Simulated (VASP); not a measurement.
Input of a VASP 6.6.1 run:

The input INCAR:

```
SYSTEM = ZrB
PREC     = Accurate       ! precision mode
ENCUT    = 520            ! plane-wave cutoff, eV
EDIFF    = 1E-6           ! SCF threshold, eV
ISMEAR   = 0              ! smearing method
SIGMA    = 0.03           ! smearing width, eV
LREAL    = .FALSE.        ! projectors in reciprocal space
LASPH    = .TRUE.         ! aspherical terms in the spheres
NELM     = 100            ! most SCF steps
ALGO     = Normal         ! electronic algorithm
ISIF     = 2              ! what is computed and relaxed
LWAVE    = .FALSE.        ! write WAVECAR
LCHARG   = .FALSE.        ! write CHGCAR
GGA      = PE             ! functional
NBANDS   = 14             ! bands
```

The input KPOINTS:

```
regular mesh
0
G
  10 10 7
  0 0 0
```

POSCAR

```
ZrB
1.0
    1.9614334600     -1.9857162700      0.0000000000
    1.9614334600      1.9857162700      0.0000000000
    0.0000000000      0.0000000000      4.0139456300
Zr B
1 1
Direct
    0.0000000000      0.0000000000      0.5000000000
    0.5000000000      0.5000000000      0.5000000000
```

Potentials or basis: VASP PAW PBE potentials, release 64 (Zr_sv, B).

Command:

```console
$ cat potpaw_PBE.64/Zr_sv/POTCAR potpaw_PBE.64/B/POTCAR > POTCAR
$ mpirun -np 1 vasp_std > vasp.out
```

(1) Estimate the band gap on the k mesh.

(2) Estimate the pressure.

## Answers

(1) zero (an odd number of electrons rules out a gap without spin polarisation).

(2) 76.5 GPa.

Caveat: the cell stands under pressure.
